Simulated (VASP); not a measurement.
## RhCl: relaxation of cell and atoms with PBE

RhCl:

```
Rh Cl
1.0
     3.41338    0.00000    0.00000
     0.00000    3.41338    0.00000
     0.00000    0.00000    3.41338
Rh Cl
1 1
Direct
  0.00000 0.00000 0.00000
  0.50000 0.50000 0.50000
```

```
Program                : VASP 6.6.1
Task                   : relaxation of cell and atoms
Functional             : PBE
Potentials or basis    : VASP PAW PBE potentials, release 64 (Rh_pv, Cl)
Cutoff                 : 600 eV
k mesh                 : 6 × 6 × 6
Occupations            : gaussian, width 0.1 eV
Spin                   : collinear spin, ferromagnetic start
Starting moments       : [1.9, 0.28] μB
Dipole correction      : no
Further INCAR settings : ALGO = Normal; EDIFF = 1e-07; IBRION = 2; EDIFFG = -0.04; NSW = 90; ISIF = 3
```

```json
{
 "Relaxed volume": "15.46 Å³/atom",
 "Relaxed cell": "a = 3.139 Å, b = 3.139 Å, c = 3.139 Å, α = 90.00°, β = 90.00°, γ = 90.00°",
 "Space group after relaxing (to 0.05 Å)": "Pm-3m (No. 221)",
 "Energy gained by relaxing": "148.2 meV/atom",
 "Ionic steps": "7",
 "Pressure after relaxing": "0.0 GPa",
 "Band gap on the k mesh": "zero (filled and empty bands overlap)",
 "Net moment": "0.00 μB per cell",
 "Valence electrons inside the program's atomic spheres": "Rh 13.57; Cl 4.97"
}
```

Step by step:
```tsv
step	energy change (eV)	largest force (eV/Å)	pressure (GPa)	volume (Å³)
1	0.0000	0.0000	-9.37	39.77
2	-0.2661	0.0000	-2.78	33.45
3	-0.2832	0.0000	-2.48	32.17
4	-0.2802	0.0000	4.54	29.73
5	-0.2953	0.0000	-1.07	31.25
6	-0.2960	0.0000	0.68	30.72
7	-0.2964	0.0000	-0.01	30.93
```

Final structure:
```cif
data_structure
_symmetry_space_group_name_H-M 'P 1'
_symmetry_Int_Tables_number 1
_cell_length_a 3.1389
_cell_length_b 3.1389
_cell_length_c 3.1389
_cell_angle_alpha 90.000
_cell_angle_beta 90.000
_cell_angle_gamma 90.000
_cell_volume 30.93
loop_
_atom_site_label
_atom_site_type_symbol
_atom_site_fract_x
_atom_site_fract_y
_atom_site_fract_z
_atom_site_occupancy
Rh1 Rh 0.00000 0.00000 0.00000 1
Cl1 Cl 0.50000 0.50000 0.50000 1
```

Levels at points of the mesh, in eV from the Fermi level:
Spin up:
```tsv
k point	band 8	band 9	band 10	band 11	band 12	band 13	band 14	band 15
(0.00, 0.00, 0.00)	-3.27	-3.27	-0.81	-0.81	-0.81	0.61	8.77	8.77
(0.50, 0.00, 0.00)	-2.72	-0.62	-0.24	0.61	0.61	4.53	6.89	6.95
(0.50, 0.50, 0.00)	-2.96	-1.68	-1.68	-1.56	0.10	3.42	9.62	9.62
(0.50, 0.50, 0.50)	0.15	0.15	1.02	1.02	1.02	3.35	3.35	3.35
```
Spin down:
```tsv
k point	band 7	band 8	band 9	band 10	band 11	band 12	band 13	band 14	band 15	band 16
(0.00, 0.00, 0.00)	-3.95	-3.27	-3.27	-0.81	-0.81	-0.81	0.61	8.77	8.77	15.89
(0.50, 0.00, 0.00)	-4.71	-2.72	-0.62	-0.24	0.61	0.61	4.53	6.89	6.95	9.10
(0.50, 0.50, 0.00)	-3.11	-2.96	-1.68	-1.68	-1.56	0.10	3.42	9.62	9.62	10.24
(0.50, 0.50, 0.50)	-7.40	0.15	0.15	1.02	1.02	1.02	3.35	3.35	3.35	9.32
```

Run time: 3.3 min on 1 thread of Oxide Virtual Turin-like Processor (shared host), peak memory 0.17 GiB.

Caveat: the volume moved by over 15 % at a fixed basis, so the end points are rough.
